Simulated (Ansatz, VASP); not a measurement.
**SiCl3 in VASP and in Ansatz**

```
CELL_PARAMETERS angstrom
7.02417 0.00000 0.00000
-3.51208 6.08311 0.00000
0.00000 0.00000 7.25986
ATOMIC_POSITIONS crystal
Si 0.33333 0.66667 0.25000
Si 0.66667 0.33333 0.75000
Cl 0.02298 0.37066 0.25000
Cl 0.65232 0.02298 0.75000
Cl 0.62934 0.65232 0.25000
Cl 0.97702 0.62934 0.75000
Cl 0.34768 0.97702 0.25000
Cl 0.37066 0.34768 0.75000
```

Alike in both runs: functional PBE; k mesh 3 × 3 × 4; occupations gaussian, width 0.1 eV; no spin polarisation.

Ansatz relaxed the structure, and its values are those at the end. VASP's run is a single point on that final structure, the one shown.

|  | VASP | Ansatz |
| --- | --- | --- |
| version | VASP 6.6.1 | Ansatz 0.2.0 |
| potentials or method | VASP PAW PBE potentials, release 64 (Si, Cl), cutoff 520 eV | scalar-relativistic, plane waves, PAW |
| valence electrons in the cell | 50 | 50 |

|  | VASP | Ansatz | Ansatz less VASP |
| --- | --- | --- | --- |
| gap on the k mesh at the Fermi level (eV) | none | none | - |
| pressure (GPa) | -0.1 | 0.0 | +0.07 |
| rms of the force components (eV/Å) | 0.025 | 0.017 | -0.0080 |

A gap of «none» marks a metal or a gap that the smearing closes. The functional is the same, so the differences come from potentials, cutoffs and numerics.
